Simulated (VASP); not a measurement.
Set up this calculation in VASP 6.6.1, as the native input.

```
Task                   : single point
Functional             : PBE
Potentials or basis    : VASP PAW PBE potentials, release 64 (Sc_sv)
Cutoff                 : 520 eV
k mesh                 : 18 × 18 × 10
Occupations            : gaussian, width 0.15 eV
Spin                   : no spin polarisation
Dipole correction      : no
Further INCAR settings : ALGO = Fast; EDIFF = 1e-06; NBANDS = 18
```

The structure of Sc lies in POSCAR:

```
Sc
1.0
    3.3584298657      0.0000000000      0.0000000000
   -1.6792149328      2.9084855806      0.0000000000
    0.0000000000      0.0000000000      5.3470200000
Sc
2
Direct
    0.3333333333      0.6666666667      0.2500000000
    0.6666666667      0.3333333333      0.7500000000
```

This cell differs from its parent crystal: strain +0.015 along x and y, +0.015 along z.

The input as run:

INCAR

```
SYSTEM = Sc
PREC     = Accurate       ! precision mode
ENCUT    = 520            ! plane-wave cutoff, eV
EDIFF    = 1E-6           ! SCF threshold, eV
ISMEAR   = 0              ! smearing method
SIGMA    = 0.15           ! smearing width, eV
LREAL    = .False.        ! projectors in reciprocal space
LASPH    = .True.         ! aspherical terms in the spheres
NELM     = 80             ! most SCF steps
ALGO     = Fast           ! electronic algorithm
ISIF     = 2              ! what is computed and relaxed
LWAVE    = .False.        ! write WAVECAR
LCHARG   = .False.        ! write CHGCAR
GGA      = PE             ! functional
NBANDS   = 18             ! bands
```

KPOINTS

```
Automatic mesh
0
Gamma
  18 18 10
  0 0 0
```

Potentials or basis: VASP PAW PBE potentials, release 64 (Sc_sv).

The run is started by

```console
$ cat potpaw_PBE.64/Sc_sv/POTCAR > POTCAR
$ mpirun -np 1 vasp_std > vasp.out
```

It gave:

| Quantity | Value |
| --- | --- |
| Pressure | -2.7 GPa |
| Band gap on the k mesh | zero (bands 11 and 12 overlap by 1.28 eV) |

Caveat: the cell differs from its parent crystal (strain +0.015 along x and y, +0.015 along z).

Wall time 110 s on 1 thread of Intel(R) Xeon(R) 6975P-C (Granite Rapids) (shared host), peak memory 0.29 GiB.
